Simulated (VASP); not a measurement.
Input of a VASP 6.6.1 run:

Contents of INCAR:

```
SYSTEM = YZr7O16
PREC = Accurate ; ENCUT = 520
EDIFF = 1E-6 ; ISMEAR = 0
SIGMA = 0.01 ; LREAL = .False.
LASPH = .True. ; NELM = 120
ALGO = Normal ; ISIF = 2
LWAVE = .False. ; LCHARG = .True.
GGA = PE ; LELF = .True.
LVHAR = .True. ; NBANDS = 114
NELECT = 190.0 ; GGA_COMPAT = .False.
```

File KPOINTS:

```
regular mesh
0
Gamma
  2 2 2
  0 0 0
```

POSCAR

```
YZr7O16
1.0
   -5.1158283576     -5.1158283576      0.0000000000
   -5.1158283576      0.0000000000     -5.1158283576
    0.0000000000     -5.1158283576     -5.1158283576
Y Zr O
1 7 16
Direct
    0.5000206979      0.4965779449      0.0019084408
    1.0002792442      0.4963230830      0.0016378724
    0.4997828596      0.9968139003      0.0016551249
    0.9994826588      0.9960433659      0.0024571943
    0.5005381089      0.4970921489      0.5014045247
    1.0002420443      0.4963390928      0.5021827946
    0.4997322880      0.9968486523      0.5022224495
    0.9999996712      0.9965713257      0.5019385057
    0.3715440981      0.3680681015      0.3920410991
    0.8729623035      0.3661900585      0.3806455467
    0.3694999532      0.8695252142      0.3806564955
    0.8787591069      0.8753763856      0.3749815117
    0.3715879904      0.3681076683      0.8688039975
    0.8900884919      0.3632419270      0.8734427174
    0.3667502778      0.8867462942      0.8734219926
    0.8787671020      0.8753650597      0.8714713564
    0.1253330518      0.1219717887      0.1316762186
    0.6268480431      0.1058676526      0.1339495904
    0.1093503616      0.6235512914      0.1338597061
    0.6319075030      0.6284928532      0.1286975053
    0.1253971366      0.1219052572      0.6213205475
    0.6297577632      0.1160985153      0.6273263154
    0.1194777002      0.6262210775      0.6274049670
    0.6318858240      0.6285895687      0.6112653364
```

Potentials or basis: VASP PAW PBE potentials, release 64 (Y_sv, Zr_sv, O).

The run is started by

```sh
$ cat potpaw_PBE.64/Y_sv/POTCAR potpaw_PBE.64/Zr_sv/POTCAR potpaw_PBE.64/O/POTCAR > POTCAR
$ mpirun -np 1 vasp_std > vasp.out
```

**Question.** Predict the largest force.

**Answer.** 0.033 eV/Å.

Forces on the atoms (eV/Å):
```
Y    0.002 -0.001 -0.002
Zr   0.001 -0.003  0.004
Zr   0.001  0.005 -0.004
Zr  -0.006 -0.001 -0.002
Zr   0.007  0.001  0.000
Zr   0.000 -0.005  0.002
Zr  -0.001  0.003 -0.004
Zr  -0.002  0.001  0.000
O   -0.015  0.007  0.002
O   -0.020  0.011 -0.010
O   -0.021 -0.012  0.013
O    0.025  0.013  0.016
O   -0.010 -0.003 -0.006
O    0.002  0.006 -0.015
O    0.008 -0.013  0.005
O    0.026 -0.009 -0.008
O    0.001  0.009  0.009
O   -0.022  0.009  0.000
O   -0.015 -0.002  0.013
O    0.023  0.001  0.004
O    0.002 -0.013 -0.016
O   -0.005  0.011 -0.012
O   -0.009 -0.009  0.008
O    0.027 -0.004  0.001
```

Caveat: the k points lie up to 0.53 Å⁻¹ apart, too coarse for converged energies and pressures of a metal; the cell carries a net charge on a neutralising background, which shifts energy and pressure.
